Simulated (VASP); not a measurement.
# Te (Fm-3m) in VASP: a series of runs, part 2 of 2

VASP 6.6.1. Earlier steps stand in the parts before.

## Step 3: Single point, revPBE (25.38 Å³/atom)

This run uses another cell than the first one, of 25.38 Å³/atom.

Contents of INCAR:

```
PREC = Accurate
ENCUT = 520
EDIFF = 1E-6
ISMEAR = -1
SIGMA = 0.1
LREAL = F
LASPH = T
NELM = 100
ALGO = Normal
ISIF = 2
LWAVE = F
LCHARG = F
GGA = RE
NBANDS = 9
```

Contents of KPOINTS:

```
Automatic mesh
0
Gamma
  13 13 13
```

Contents of POSCAR:

```
Te
1.0
    0.0000000000      2.3323777964      2.3323777964
    2.3323777964      0.0000000000      2.3323777964
    2.3323777964      2.3323777964      0.0000000000
Te
1
Direct
    0.0000000000      0.0000000000      0.0000000000
```

Potentials or basis: VASP PAW PBE potentials, release 64 (Te).

Launch:

```console
cat potpaw_PBE.64/Te/POTCAR > POTCAR
mpirun -np 1 vasp_std > vasp.out
```

OUTCAR:

```text
PREC = Accurate
   ENCUT = 520
   EDIFF = 1E-6
   ISMEAR = -1
   LREAL = F
   LASPH = T
   NELM = 100
   ISIF = 2
   GGA = RE

 ion  position               nearest neighbor table
   1  0.000  0.000  0.000-

  LATTYP: Found a face centered cubic cell.
 ALAT       =     4.6647555928

  Lattice vectors:

 A1 = (   0.0000000000,   2.3323777964,   2.3323777964)
 A2 = (   2.3323777964,   0.0000000000,   2.3323777964)
 A3 = (   2.3323777964,   2.3323777964,   0.0000000000)

[... 465 lines left out ...]
      9      23.1144      0.00000

 [... further k-points ...]

------------------------ aborting loop because EDIFF is reached ----------------------------------------

  FORCE on cell =-STRESS in cart. coord.  units (eV):
  Direction    XX          YY          ZZ          XY          YZ          ZX
  --------------------------------------------------------------------------------------
  -------------------------------------------------------------------------------------
  Total        1.3207217      1.3207217      1.3207217     -0.0000000     -0.0000000      0.0000000
  in kB       83.3863984     83.3863984     83.3863984     -0.0000000     -0.0000000      0.0000000
  external PRESSURE =      83.3863984 kB  Pullay stress =       0.0000000 kB

 VOLUME and BASIS-vectors are now :
 -----------------------------------------------------------------------------
  energy-cutoff  :      520.00
  volume of cell :       25.38
      direct lattice vectors                 reciprocal lattice vectors
     0.000000000  2.332377796  2.332377796    -0.214373504  0.214373504  0.214373504
     2.332377796  0.000000000  2.332377796     0.214373504 -0.214373504  0.214373504
     2.332377796  2.332377796  0.000000000     0.214373504  0.214373504 -0.214373504

 POSITION                                       TOTAL-FORCE (eV/Angst)
 -----------------------------------------------------------------------------------
      0.00000      0.00000      0.00000        -0.000000      0.000000     -0.000000
 -----------------------------------------------------------------------------------
    total drift:                                0.000000      0.000000      0.000000

  FREE ENERGIE OF THE ION-ELECTRON SYSTEM (eV)
  ---------------------------------------------------
  free  energy   TOTEN  =        -2.3136953658 eV

  energy  without entropy=       -2.2895314760  energy(sigma->0) =       -2.30161342
```

OSZICAR:

```text
N       E                     dE             d eps       ncg     rms          rms(c)
DAV:   1     0.100522758957E+02    0.10052E+02   -0.23855E+03  1520   0.519E+02
DAV:   2    -0.203451546749E+01   -0.12087E+02   -0.11659E+02  2032   0.680E+01
DAV:   3    -0.231523274893E+01   -0.28072E+00   -0.27755E+00  2003   0.988E+00
DAV:   4    -0.231622512035E+01   -0.99237E-03   -0.99231E-03  2088   0.686E-01
DAV:   5    -0.231622852885E+01   -0.34085E-05   -0.34076E-05  2024   0.329E-02    0.776E+00
DAV:   6    -0.231435075843E+01    0.18778E-02   -0.20566E-03  1751   0.246E-01    0.475E+00
DAV:   7    -0.231370239166E+01    0.64837E-03   -0.47471E-03  1691   0.369E-01    0.195E-01
DAV:   8    -0.231369932047E+01    0.30712E-05   -0.11183E-04  1731   0.696E-02    0.375E-02
DAV:   9    -0.231369631361E+01    0.30069E-05   -0.31480E-06  2224   0.109E-02    0.132E-02
DAV:  10    -0.231369536583E+01    0.94777E-06   -0.42316E-07  1723   0.385E-03
   1 F= -.23136954E+01 E0= -.23016134E+01  d E =-.241639E-01
```

stdout:

```text
POSCAR found type information on POSCAR Te
 POSCAR found :  1 types and       1 ions
 scaLAPACK will be used
 -----------------------------------------------------------------------------
|                                                                             |
|                                                                             |
|     You enforced a specific xc type in the INCAR file but a different       |
|     I HOPE YOU KNOW WHAT YOU ARE DOING!                                     |
|                                                                             |
 -----------------------------------------------------------------------------

 LDA part: xc-table for (Slater+PW92), standard interpolation
 POSCAR, INCAR and KPOINTS ok, starting setup
 FFT: planning ... GRIDC
 FFT: planning ... GRID_SOFT
 FFT: planning ... GRID
 WAVECAR not read
 entering main loop
```

It took 15 s on 1 thread of Intel Xeon Platinum 8259CL at 2.50GHz (Skylake/Cascade Lake), shared host; peak memory 0.16 GiB.

What came out:

| Quantity | Value |
| --- | --- |
| Free energy | -2.3137 eV |
| Pressure | 8.3 GPa |
| Band gap on the k mesh | zero (bands 3 and 4 overlap by 5.93 eV) |

Caveat: the cell stands under pressure; the PAW data sets were made with another functional, which shifts forces and pressure a little; spin-orbit coupling is left out, which moves the levels of the heavy elements.

## Step 4: Single point, revPBE (26.53 Å³/atom)

This run uses another cell than the first one, of 26.53 Å³/atom.

Contents of INCAR:

```
SYSTEM = Te
  ALGO = Normal
  EDIFF = 1E-6
  ENCUT = 520
  GGA = RE
  ISIF = 2
  ISMEAR = -1
  LASPH = .True.
  LCHARG = .False.
  LREAL = .False.
  LWAVE = .False.
  NBANDS = 9
  NELM = 80
  PREC = Accurate
  SIGMA = 0.1
```

Contents of KPOINTS:

```
k-points
0
Gamma
  13 13 13
  0 0 0
```

Contents of POSCAR:

```
Te
1.0
    0.0000000000      2.3671945383      2.3671945383
    2.3671945383      0.0000000000      2.3671945383
    2.3671945383      2.3671945383      0.0000000000
Te
1
Direct
    0.0000000000      0.0000000000      0.0000000000
```

Potentials or basis: VASP PAW PBE potentials, release 64 (Te).

Launch:

```console
cat potpaw_PBE.64/Te/POTCAR > POTCAR
mpirun -np 1 vasp_std > vasp.out
```

OUTCAR:

```text
SYSTEM = Te
   EDIFF = 1E-6
   ENCUT = 520
   GGA = RE
   ISIF = 2
   ISMEAR = -1
   LASPH = .True.
   LREAL = .False.
   NELM = 80
   PREC = Accurate

 ion  position               nearest neighbor table
   1  0.000  0.000  0.000-

  LATTYP: Found a face centered cubic cell.
 ALAT       =     4.7343890766

  Lattice vectors:

 A1 = (   0.0000000000,   2.3671945383,   2.3671945383)
 A2 = (   2.3671945383,   0.0000000000,   2.3671945383)
[... 467 lines left out ...]
      9      22.3626      0.00000

 [... further k-points ...]

------------------------ aborting loop because EDIFF is reached ----------------------------------------

  FORCE on cell =-STRESS in cart. coord.  units (eV):
  Direction    XX          YY          ZZ          XY          YZ          ZX
  --------------------------------------------------------------------------------------
  -------------------------------------------------------------------------------------
  Total        0.7996090      0.7996090      0.7996090      0.0000000     -0.0000000      0.0000000
  in kB       48.2899104     48.2899104     48.2899104      0.0000000     -0.0000000      0.0000000
  external PRESSURE =      48.2899104 kB  Pullay stress =       0.0000000 kB

 VOLUME and BASIS-vectors are now :
 -----------------------------------------------------------------------------
  energy-cutoff  :      520.00
  volume of cell :       26.53
      direct lattice vectors                 reciprocal lattice vectors
     0.000000000  2.367194538  2.367194538    -0.211220494  0.211220494  0.211220494
     2.367194538  0.000000000  2.367194538     0.211220494 -0.211220494  0.211220494
     2.367194538  2.367194538  0.000000000     0.211220494  0.211220494 -0.211220494

 POSITION                                       TOTAL-FORCE (eV/Angst)
 -----------------------------------------------------------------------------------
      0.00000      0.00000      0.00000         0.000000     -0.000000      0.000000
 -----------------------------------------------------------------------------------
    total drift:                                0.000000      0.000000      0.000000

  FREE ENERGIE OF THE ION-ELECTRON SYSTEM (eV)
  ---------------------------------------------------
  free  energy   TOTEN  =        -2.3605995197 eV

  energy  without entropy=       -2.3340381542  energy(sigma->0) =       -2.34731884
```

OSZICAR:

```text
N       E                     dE             d eps       ncg     rms          rms(c)
DAV:   1     0.108454401980E+02    0.10845E+02   -0.25384E+03  1512   0.524E+02
DAV:   2    -0.204142470493E+01   -0.12887E+02   -0.12562E+02  2050   0.682E+01
DAV:   3    -0.236193724430E+01   -0.32051E+00   -0.31819E+00  1918   0.103E+01
DAV:   4    -0.236347020789E+01   -0.15330E-02   -0.15328E-02  2100   0.858E-01
DAV:   5    -0.236347501624E+01   -0.48083E-05   -0.48082E-05  1933   0.401E-02    0.714E+00
DAV:   6    -0.236129976700E+01    0.21752E-02   -0.25232E-03  1786   0.266E-01    0.438E+00
DAV:   7    -0.236061206178E+01    0.68771E-03   -0.57676E-03  1655   0.400E-01    0.213E-01
DAV:   8    -0.236060334597E+01    0.87158E-05   -0.15433E-04  1762   0.785E-02    0.410E-02
DAV:   9    -0.236060106740E+01    0.22786E-05   -0.32938E-06  2188   0.121E-02    0.899E-03
DAV:  10    -0.236059980112E+01    0.12663E-05   -0.51475E-07  1763   0.379E-03    0.121E-02
DAV:  11    -0.236059951971E+01    0.28141E-06   -0.38696E-08   912   0.148E-03
   1 F= -.23605995E+01 E0= -.23473188E+01  d E =-.265614E-01
```

stdout:

```text
POSCAR found type information on POSCAR Te
 POSCAR found :  1 types and       1 ions
 scaLAPACK will be used
 -----------------------------------------------------------------------------
|                                                                             |
|                                                                             |
|     You enforced a specific xc type in the INCAR file but a different       |
|     I HOPE YOU KNOW WHAT YOU ARE DOING!                                     |
|                                                                             |
 -----------------------------------------------------------------------------

 LDA part: xc-table for (Slater+PW92), standard interpolation
 POSCAR, INCAR and KPOINTS ok, starting setup
 FFT: planning ... GRIDC
 FFT: planning ... GRID_SOFT
 FFT: planning ... GRID
 WAVECAR not read
 entering main loop
```

Wall time 17 s (1 thread of Intel Xeon Platinum 8259CL at 2.50GHz (Skylake/Cascade Lake), shared host); peak memory 0.17 GiB.

Results:

```yaml
Free_energy: -2.3606 eV
Pressure: 4.8 GPa
Band_gap_on_the_k_mesh: zero (bands 3 and 4 overlap by 5.50 eV)
```

Levels at points of the mesh, in eV from the Fermi level:
```
           k point  band 1  band 2  band 3  band 4  band 5  band 6  band 7
(0.00, 0.00, 0.00)  -14.38    3.41    3.41    3.41    9.61    9.61    9.61
```

Caveat: the cell stands under pressure; the PAW data sets were made with another functional, which shifts forces and pressure a little; spin-orbit coupling is left out, which moves the levels of the heavy elements.

## Step 5: Overview

```tsv
cell	k mesh	gap on the mesh (eV)	pressure (GPa)
a = 3.442 Å, angles 60.0°, 1 atom	11 × 11 × 11	none	-0.1
a = 3.298 Å, angles 60.0°, 1 atom	13 × 13 × 13	none	8.3
a = 3.348 Å, angles 60.0°, 1 atom	13 × 13 × 13	none	4.8
```

Alike in all rows: task single point; level revPBE; potentials or basis VASP PAW PBE potentials, release 64 (Te); no spin polarisation; cutoff (eV) 520; smearing fermi-dirac 0.1 eV.

Caveats: the PAW data sets were made with another functional, which shifts forces and pressure a little; spin-orbit coupling is left out, which moves the levels of the heavy elements; the cell stands under pressure (at least some runs).

Absolute energies hang on the potentials; compare differences alone.
